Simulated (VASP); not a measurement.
A run of VASP 6.6.1:

The input INCAR:

```
SYSTEM = Al
ALGO     = Normal         ! electronic algorithm
EDIFF    = 1E-8           ! SCF threshold, eV
ENCUT    = 520            ! plane-wave cutoff, eV
GGA      = PE             ! functional
ISIF     = 2              ! what is computed and relaxed
ISMEAR   = -1             ! smearing method
LASPH    = .True.         ! aspherical terms in the spheres
LCHARG   = .False.        ! write CHGCAR
LEFG     = .True.       
LREAL    = .False.        ! projectors in reciprocal space
LWAVE    = .False.        ! write WAVECAR
NBANDS   = 8              ! bands
NELM     = 100            ! most SCF steps
PREC     = Accurate       ! precision mode
SIGMA    = 0.05           ! smearing width, eV
```

Contents of KPOINTS:

```
k-points
0
Gamma
  14 14 14
  0 0 0
```

Contents of POSCAR:

```
Al
1.0
    0.0000000000      2.0846994000      2.0239800000
    2.0846994000      0.0000000000      2.0239800000
    2.0846994000      2.0846994000      0.0000000000
Al
1
Direct
    0.0000000000      0.0000000000      0.0000000000
```

Potentials or basis: VASP PAW PBE potentials, release 64 (Al).

Command:

```sh
$ cat potpaw_PBE.64/Al/POTCAR > POTCAR
$ mpirun -np 1 vasp_std > vasp.out
```

Hardware: 1 thread of AMD EPYC 7R13, on a shared host.

**Question.** How long does it take, and how much memory?

**Answer.** Wall time 84 s on 1 thread of AMD EPYC 7R13 (shared host), peak memory 0.12 GiB. Counts: scf iterations 13, k points 244.
